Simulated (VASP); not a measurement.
# TaRu2 (P6/mmm) in VASP: a series of runs

Runs on TaRu2. Level: PBE. Tasks: relaxation of cell and atoms, single point.

Program: VASP 6.6.1. These are calculated values, not measurements. Logs are shortened: lines on timing, memory, paths and dates and some standing lists are left out, and cuts for length are marked.

## 1. The cell of the first run

Symmetry: P6/mmm, No. 191, hexagonal system. The conventional cell has a = 3.846 Å, b = 3.846 Å, c = 3.561 Å, α = 90.00°, β = 90.00°, γ = 120.00°. Within 2.9 Å of Ta (site symmetry 6/mmm) lie 6 Ru at 2.22 Å. Within 2.9 Å of Ru (site symmetry -6m2) lie 3 Ta at 2.22 Å and 3 Ru at 2.22 Å.

The cell was generated, and may not be a known phase.

## 2. Relaxation of cell and atoms, PBE

Input file INCAR:

```
SYSTEM = TaRu2
PREC     = Accurate       ! precision mode
ENCUT    = 600            ! plane-wave cutoff, eV
EDIFF    = 1E-6           ! SCF threshold, eV
ISMEAR   = 0              ! smearing method
SIGMA    = 0.1            ! smearing width, eV
LREAL    = .FALSE.        ! projectors in reciprocal space
LASPH    = .TRUE.         ! aspherical terms in the spheres
NELM     = 60             ! most SCF steps
ALGO     = Normal         ! electronic algorithm
ISIF     = 3              ! what is computed and relaxed
LWAVE    = .FALSE.        ! write WAVECAR
LCHARG   = .FALSE.        ! write CHGCAR
GGA      = PE             ! functional
IBRION   = 2              ! ionic algorithm
NSW      = 90             ! ionic steps
EDIFFG   = -0.04          ! ionic threshold
```

Input file KPOINTS:

```
Automatic mesh
0
G
  6 6 6
  0 0 0
```

Input file POSCAR:

```
TaRu2
1.0
    3.8460047600      0.0000000000      0.0000000000
   -1.9230023800      3.3307378300      0.0000000000
    0.0000000000      0.0000000000      3.5606083900
Ta Ru
1 2
Direct
    0.0000000000      0.0000000000      0.5000000000
    0.3333333300      0.6666666700      0.5000000000
    0.6666666700      0.3333333300      0.5000000000
```

Potentials or basis: VASP PAW PBE potentials, release 64 (Ta_pv, Ru_pv).

Run with:

```bash
> cat potpaw_PBE.64/Ta_pv/POTCAR potpaw_PBE.64/Ru_pv/POTCAR > POTCAR
> mpirun -np 1 vasp_std > vasp.out
```

OUTCAR:

```text
SYSTEM = TaRu2
   PREC = Accurate
   ENCUT = 600
   EDIFF = 1E-6
   ISMEAR = 0
   LREAL = .FALSE.
   LASPH = .TRUE.
   NELM = 60
   ISIF = 3
   GGA = PE
   IBRION = 2
   NSW = 90
   EDIFFG = -0.04

 ion  position               nearest neighbor table
   1  0.000  0.000  0.500-   2 2.22   3 2.22   3 2.22   2 2.22   3 2.22   2 2.22
   2  0.333  0.667  0.500-   1 2.22   3 2.22   3 2.22   1 2.22   1 2.22   3 2.22
   3  0.667  0.333  0.500-   1 2.22   2 2.22   2 2.22   1 2.22   1 2.22   2 2.22

  LATTYP: Found a hexagonal cell.
 ALAT       =     3.8460047600
 C/A-ratio  =     0.9257940674

  Lattice vectors:

 A1 = (   3.8460047600,   0.0000000000,   0.0000000000)
 A2 = (  -1.9230023800,   3.3307378300,   0.0000000000)
 A3 = (   0.0000000000,   0.0000000000,   3.5606083900)

Analysis of symmetry for initial positions (statically):
=====================================================================
 Subroutine PRICEL returns:
 Original cell was already a primitive cell.

 Routine SETGRP: Setting up the symmetry group for a
 hexagonal supercell.

 Subroutine GETGRP returns: Found 24 space group operations
 (whereof 24 operations were pure point group operations)
 out of a pool of 24 trial point group operations.

The static configuration has the point symmetry D_6h.

Analysis of symmetry for dynamics (positions and initial velocities):
=====================================================================
 Subroutine PRICEL returns:
 Original cell was already a primitive cell.

 Routine SETGRP: Setting up the symmetry group for a
 hexagonal supercell.

 Subroutine GETGRP returns: Found 24 space group operations
 (whereof 24 operations were pure point group operations)
 out of a pool of 24 trial point group operations.

The dynamic configuration has the point symmetry D_6h.

 Subroutine INISYM returns: Found 24 space group operations
 (whereof 24 operations are pure point group operations),
 and found     1 'primitive' translations

----------------------------------------------------------------------------------------

                                     Primitive cell

  volume of cell :      45.6115

  direct lattice vectors                    reciprocal lattice vectors
     3.846004760  0.000000000  0.000000000     0.260010079  0.150116889  0.000000000
    -1.923002380  3.330737830  0.000000000     0.000000000  0.300233777  0.000000000
     0.000000000  0.000000000  3.560608390     0.000000000  0.000000000  0.280850880

  length of vectors
[... 99 lines left out ...]
   ISMEAR =     0;   SIGMA  =   0.10  broadening in eV -4-tet -1-fermi 0-gaus
   EFERMI_NEDOS =   21; number of points for ismear=-14 and -15
   IALGO  =     38    algorithm
   IMIX   =      4    mixing-type and parameters
     AMIX     =   0.40;   BMIX     =  1.00
     AMIX_MAG =   1.60;   BMIX_MAG =  1.00
  volume/ion in A,a.u.               =      15.20       102.60
  Fermi-wavevector in a.u.,A,eV,Ry     =   1.553835  2.936322 32.849946  2.414403
  Thomas-Fermi vector in A             =   2.658008
   LORBIT       =      0    0 simple, 1 ext, 2 COOP (PROOUT), +10 PAW based schemes
   GGA     = PE    functional components
   LHFCALC =     F    Hartree Fock is set to
   AEXX    =    0.0000 exact exchange contribution
   IVDW    =     0    specifies the selected vdW correction
   LEPSILON=     F    determine dielectric tensor
   LRPA    =     F    only Hartree local field effects (RPA)
 conjugate gradient relaxation of ions
 non-spin polarized calculation
 Gauss-broadening in eV      SIGMA  =   0.10
  energy-cutoff  :      600.00
  volume of cell :       45.61
 maximum number of plane-waves:      1544
 NGX is ok and might be reduce to    32
   NGX = 15   NGY = 15   NGZ = 15

--------------------------------------- Ionic step        1  -------------------------------------------

 number of electron      39.0000003 magnetization

 Free energy of the ion-electron system (eV)
  ---------------------------------------------------
  ext. energy  EPLUGINS =         0.00000000
  ---------------------------------------------------
  free energy    TOTEN  =       -17.25500994 eV

  energy without entropy =      -17.23739702  energy(sigma->0) =      -17.24620348

------------------------ aborting loop because EDIFF is reached ----------------------------------------

  FORCE on cell =-STRESS in cart. coord.  units (eV):
  Direction    XX          YY          ZZ          XY          YZ          ZX
  --------------------------------------------------------------------------------------
  -------------------------------------------------------------------------------------
  Total       63.0582024     63.0582025     -2.9901533      0.0000000      0.0000000      0.0000000
  in kB     2215.0201957   2215.0202020   -105.0339167      0.0000000      0.0000000      0.0000000
  external PRESSURE =    1441.6688270 kB  Pullay stress =       0.0000000 kB
[... 656 lines left out ...]
     22      -0.2326      0.00000
     23       1.4025      0.00000

 [... further k-points ...]

------------------------ aborting loop EDIFF was not reached (unconverged)  ----------------------------

  FORCE on cell =-STRESS in cart. coord.  units (eV):
  Direction    XX          YY          ZZ          XY          YZ          ZX
  --------------------------------------------------------------------------------------
  -------------------------------------------------------------------------------------
  Total      -39.5614866    -39.5614868     88.4819459      0.0000000      0.0000000     -0.0000000
  in kB     -359.8965022   -359.8965043    804.9329180      0.0000000      0.0000000     -0.0000000
  external PRESSURE =      28.3799705 kB  Pullay stress =       0.0000000 kB
[... 1322 lines left out ...]
     22      13.6812      0.00000
     23      14.5139      0.00000

 [... further k-points ...]

[... ionic steps 4 to 17 ...]

--------------------------------------- Ionic step       18  -------------------------------------------

 number of electron      39.0000001 magnetization

------------------------ aborting loop because EDIFF is reached ----------------------------------------
[... 69 lines left out ...]
--------------------------------------- Ionic step       20  -------------------------------------------

 number of electron      39.0000000 magnetization

 Free energy of the ion-electron system (eV)
  ---------------------------------------------------
  ext. energy  EPLUGINS =         0.00000000
  ---------------------------------------------------
  free energy    TOTEN  =       -28.04972394 eV

  energy without entropy =      -28.02885088  energy(sigma->0) =      -28.03928741

 E-fermi :   8.6893     XC(G=0): -12.8451

 val. band max:        8.6755507618   @ k =   0.0000   0.0000   0.1667
 cond. band min:       8.6910854774   @ k =   0.1667   0.0000   0.3333
 fundamental gap:      0.0155347157
 Fermi energy:         8.6892594859
[... 654 lines left out ...]
  FREE ENERGIE OF THE ION-ELECTRON SYSTEM (eV)
  ---------------------------------------------------
  free  energy   TOTEN  =       -28.0497239449 eV

  energy  without entropy=      -28.0288508751  energy(sigma->0) =      -28.03928741

 reached required accuracy - stopping structural energy minimisation
```

Run time: 6.2 min. Hardware: 1 thread of Intel Xeon 6975P-C (Granite Rapids), shared host; peak memory 0.2 GiB.

Results:

```
Free energy                           : -28.0497 eV
Relaxed volume                        : 16.64 Å³/atom
Relaxed cell                          : a = 4.633 Å, b = 4.633 Å, c = 2.685 Å, α = 90.00°, β = 90.00°, γ = 120.00°
Space group after relaxing (to 0.1 Å) : P6/mmm (No. 191)
Pressure after relaxing               : 0.0 GPa
```

Final structure:
```cif
data_structure
_symmetry_space_group_name_H-M 'P 1'
_symmetry_Int_Tables_number 1
_cell_length_a 4.6333
_cell_length_b 4.6333
_cell_length_c 2.6846
_cell_angle_alpha 90.000
_cell_angle_beta 90.000
_cell_angle_gamma 120.000
_cell_volume 49.91
loop_
_atom_site_label
_atom_site_type_symbol
_atom_site_fract_x
_atom_site_fract_y
_atom_site_fract_z
_atom_site_occupancy
Ta1 Ta 0.00000 0.00000 0.50000 1
Ru1 Ru 0.33333 0.66667 0.50000 1
Ru2 Ru 0.66667 0.33333 0.50000 1
```

Levels at points of the mesh, in eV from the Fermi level:
```
           k point  band 16  band 17  band 18  band 19  band 20  band 21  band 22  band 23
(0.00, 0.00, 0.00)    -2.48    -2.21    -0.87    -0.87    -0.43    -0.43     0.44     0.44
(0.50, 0.00, 0.00)    -2.67    -2.21    -0.86    -0.25     0.37     0.72     0.94     1.05
(0.00, 0.00, 0.50)    -1.65    -1.48    -1.48    -0.69     0.70     0.70     1.07     1.07
(0.50, 0.00, 0.50)    -1.96    -1.79    -1.18    -0.30     0.56     1.13     3.76     4.08
```

Caveat: the highest band is partly filled, so the run has too few bands; a cell axis changed by over 15 % at a fixed basis, so the end point is rough; spin-orbit coupling is left out, which moves the levels of the heavy elements.

## 3. Single point, PBE

This run uses another cell than the first one, of 16.58 Å³/atom.

Input file INCAR:

```
PREC = Accurate
ENCUT = 520
EDIFF = 1E-7
ISMEAR = 0
SIGMA = 0.1
LREAL = False
LASPH = True
NELM = 100
ALGO = Fast
ISIF = 2
LWAVE = False
LCHARG = False
GGA = PE
NBANDS = 26
```

Input file KPOINTS:

```
regular mesh
0
Gamma
  12 12 18
```

Input file POSCAR:

```
TaRu2
1.0
    4.6423454665      0.0000000000      0.0000000000
   -2.3211727333      4.0203891071      0.0000000000
    0.0000000000      0.0000000000      2.6653259228
Ta Ru
1 2
Direct
    0.0000000000      0.0000000000      0.5000000000
    0.3333333333      0.6666666667      0.5000000000
    0.6666666667      0.3333333333      0.5000000000
```

Potentials or basis: VASP PAW PBE potentials, release 64 (Ta_pv, Ru_pv).

Run with:

```bash
> cat potpaw_PBE.64/Ta_pv/POTCAR potpaw_PBE.64/Ru_pv/POTCAR > POTCAR
> mpirun -np 1 vasp_std > vasp.out
```

Run time: 2.1 min. Hardware: 1 thread of Intel Xeon 6975P-C (Granite Rapids), shared host; peak memory 0.33 GiB.

Results (log left out):

- Free energy: -28.0315 eV
- Pressure: 0.1 GPa
- Band gap on the k mesh: zero (an odd number of electrons rules out a gap without spin polarisation)

Levels at points of the mesh, in eV from the Fermi level:
```csv
k point,band 16,band 17,band 18,band 19,band 20,band 21,band 22,band 23
"(0.00, 0.00, 0.00)",-2.53,-2.53,-0.97,-0.97,-0.40,-0.40,0.46,0.46
"(0.50, 0.00, 0.00)",-2.74,-2.48,-0.81,-0.22,0.39,0.65,0.95,0.95
"(0.00, 0.00, 0.50)",-1.67,-1.50,-1.50,-0.70,0.65,0.65,0.89,0.89
"(0.50, 0.00, 0.50)",-1.98,-1.81,-1.26,-0.45,0.34,1.10,3.80,3.99
```

Caveat: spin-orbit coupling is left out, which moves the levels of the heavy elements.

## 4. Relaxation of cell and atoms, PBE

This run uses another cell than the first one, of 16.63 Å³/atom.

Input file INCAR:

```
SYSTEM = TaRu2
  PREC = Accurate
  ENCUT = 600
  EDIFF = 1E-7
  ISMEAR = 0
  SIGMA = 0.1
  LREAL = .FALSE.
  LASPH = .TRUE.
  NELM = 100
  ALGO = Fast
  ISIF = 3
  LWAVE = .FALSE.
  LCHARG = .FALSE.
  GGA = PE
  IBRION = 2
  NSW = 100
  EDIFFG = -0.01
```

Input file KPOINTS:

```
regular mesh
0
G
  12 12 18
  0 0 0
```

Input file POSCAR:

```
TaRu2
1.0
    4.6324413468      0.0000000000      0.0000000000
   -2.3162206734      4.0118118879      0.0000000000
    0.0000000000      0.0000000000      2.6843357792
Ta Ru
1 2
Direct
    0.0000000000      0.0000000000      0.5000000000
    0.3333333333      0.6666666667      0.5000000000
    0.6666666667      0.3333333333      0.5000000000
```

Potentials or basis: VASP PAW PBE potentials, release 64 (Ta_pv, Ru_pv).

Run with:

```bash
> cat potpaw_PBE.64/Ta_pv/POTCAR potpaw_PBE.64/Ru_pv/POTCAR > POTCAR
> mpirun -np 1 vasp_std > vasp.out
```

OUTCAR:

```text
SYSTEM = TaRu2
   PREC = Accurate
   ENCUT = 600
   EDIFF = 1E-7
   ISMEAR = 0
   LREAL = .FALSE.
   LASPH = .TRUE.
   NELM = 100
   ISIF = 3
   GGA = PE
   IBRION = 2
   NSW = 100
   EDIFFG = -0.01

 ion  position               nearest neighbor table
   1  0.000  0.000  0.500-   2 2.67   3 2.67   3 2.67   2 2.67   3 2.67   2 2.67
   2  0.333  0.667  0.500-   1 2.67   3 2.67   3 2.67   1 2.67   1 2.67   3 2.67
   3  0.667  0.333  0.500-   2 2.67   1 2.67   2 2.67   1 2.67   1 2.67   2 2.67

  LATTYP: Found a hexagonal cell.
 ALAT       =     4.6324413468
 C/A-ratio  =     0.5794646015

  Lattice vectors:

 A1 = (   4.6324413468,   0.0000000000,   0.0000000000)
 A2 = (  -2.3162206734,   4.0118118879,   0.0000000000)
 A3 = (   0.0000000000,   0.0000000000,   2.6843357792)

Analysis of symmetry for initial positions (statically):
[... 332 lines left out ...]
  free energy    TOTEN  =       -28.03230477 eV

  energy without entropy =      -28.01076853  energy(sigma->0) =      -28.02153665

 E-fermi :   8.7843     XC(G=0): -12.8680

 val. band max:        8.7835773115   @ k =   0.5000   0.0000   0.2222
 cond. band min:       8.7926268205   @ k =   0.2500   0.1667   0.1111
 fundamental gap:      0.0090495089
 Fermi energy:         8.7843020680

 k-point     1 :       0.0000    0.0000    0.0000
  band No.  band energies     occupation
      1     -33.9761      2.00000
      2     -33.9761      2.00000
      3     -33.6112      2.00000
      4     -33.6112      2.00000
      5     -33.4410      2.00000
      6     -33.3677      2.00000
[... 613 lines left out ...]
     22       9.3420      0.00000
     23       9.5524      0.00000

 [... further k-points ...]

------------------------ aborting loop because EDIFF is reached ----------------------------------------

  FORCE on cell =-STRESS in cart. coord.  units (eV):
  Direction    XX          YY          ZZ          XY          YZ          ZX
  --------------------------------------------------------------------------------------
  -------------------------------------------------------------------------------------
  Total       -0.0001980     -0.0001980      0.0003944      0.0000000      0.0000000     -0.0000000
  in kB       -0.0063751     -0.0063751      0.0126971      0.0000000      0.0000000     -0.0000000
  external PRESSURE =      -0.0000177 kB  Pullay stress =       0.0000000 kB
[... 18 lines left out ...]
  FREE ENERGIE OF THE ION-ELECTRON SYSTEM (eV)
  ---------------------------------------------------
  free  energy   TOTEN  =       -28.0323047683 eV

  energy  without entropy=      -28.0107685311  energy(sigma->0) =      -28.02153665

 reached required accuracy - stopping structural energy minimisation
```

OSZICAR:

```text
N       E                     dE             d eps       ncg     rms          rms(c)
DAV:   1     0.444244972035E+03    0.44424E+03   -0.25459E+04  8740   0.199E+03
DAV:   2    -0.153088091887E+02   -0.45955E+03   -0.45482E+03  9538   0.561E+02
DAV:   3    -0.290736075032E+02   -0.13765E+02   -0.13465E+02 11543   0.910E+01
[... 62 lines left out ...]
RMM:   5    -0.280322991286E+02   -0.80985E-05   -0.13227E-04  9460   0.624E-02    0.188E-02
RMM:   6    -0.280323040816E+02   -0.49530E-05   -0.45254E-05  9853   0.309E-02    0.977E-03
RMM:   7    -0.280323041350E+02   -0.53386E-07   -0.80660E-06  9542   0.177E-02    0.233E-03
RMM:   8    -0.280323046132E+02   -0.47823E-06   -0.31225E-06  8823   0.934E-03    0.158E-03
RMM:   9    -0.280323047945E+02   -0.18122E-06   -0.46763E-07  6117   0.452E-03    0.395E-04
RMM:  10    -0.280323047683E+02    0.26115E-07   -0.13392E-07  5040   0.205E-03
   5 F= -.28032305E+02 E0= -.28021537E+02  d E =-.405515E-04
```

Wall time 9.9 min (1 thread of Intel Xeon 6975P-C (Granite Rapids), shared host); peak memory 0.41 GiB.

Results:

| Item | Value |
| --- | --- |
| Free energy | -28.0323 eV |
| Relaxed volume | 16.59 Å³/atom |
| Relaxed cell | a = 4.643 Å, b = 4.643 Å, c = 2.665 Å, α = 90.00°, β = 90.00°, γ = 120.00° |
| Space group after relaxing (to 0.1 Å) | P6/mmm (No. 191) |
| Energy gained by relaxing | 1.0 meV/atom |
| Ionic steps | 5 |
| Pressure after relaxing | 0.0 GPa |

Step by step:
| step | energy change (eV) | largest force (eV/Å) | pressure (GPa) | volume (Å³) |
| --- | --- | --- | --- | --- |
| 1 | 0.0000 | 0.0000 | -0.12 | 49.89 |
| 2 | -0.0020 | 0.0000 | -0.25 | 49.79 |
| 3 | -0.0028 | 0.0000 | -0.23 | 49.83 |
| 4 | -0.0027 | 0.0000 | 0.45 | 49.66 |
| 5 | -0.0029 | 0.0000 | 0.00 | 49.77 |

Final structure:
```
CELL_PARAMETERS angstrom
4.64338 0.00000 0.00000
-2.32169 4.02128 0.00000
0.00000 0.00000 2.66549
ATOMIC_POSITIONS crystal
Ta 0.00000 0.00000 0.50000
Ru 0.33333 0.66667 0.50000
Ru 0.66667 0.33333 0.50000
```

Caveat: the highest band is partly filled, so the run has too few bands; spin-orbit coupling is left out, which moves the levels of the heavy elements.

## 5. Overview

| task | cell | k mesh | cutoff (eV) | pressure (GPa) | relaxed volume (Å³/atom) |
| --- | --- | --- | --- | --- | --- |
| relaxation of cell and atoms | relaxed from a = 3.846, b = 3.846, c = 3.561 Å, angles 90.0, 90.0, 120.0°, 3 atoms | 6 × 6 × 6 | 600 | 0.0 | 16.64 |
| single point | a = 4.642, b = 4.642, c = 2.665 Å, angles 90.0, 90.0, 120.0°, 3 atoms | 12 × 12 × 18 | 520 | 0.1 | - |
| relaxation of cell and atoms | relaxed from a = 4.632, b = 4.632, c = 2.684 Å, angles 90.0, 90.0, 120.0°, 3 atoms | 12 × 12 × 18 | 600 | 0.0 | 16.59 |

Alike in all rows: level PBE; potentials or basis VASP PAW PBE potentials, release 64 (Ta_pv, Ru_pv); no spin polarisation; smearing gaussian 0.1 eV.

Caveats: spin-orbit coupling is left out, which moves the levels of the heavy elements; the highest band is partly filled, so the run has too few bands (at least some runs); a cell axis changed by over 15 % at a fixed basis, so the end point is rough (at least some runs).

Absolute energies hang on the potentials; compare differences alone.
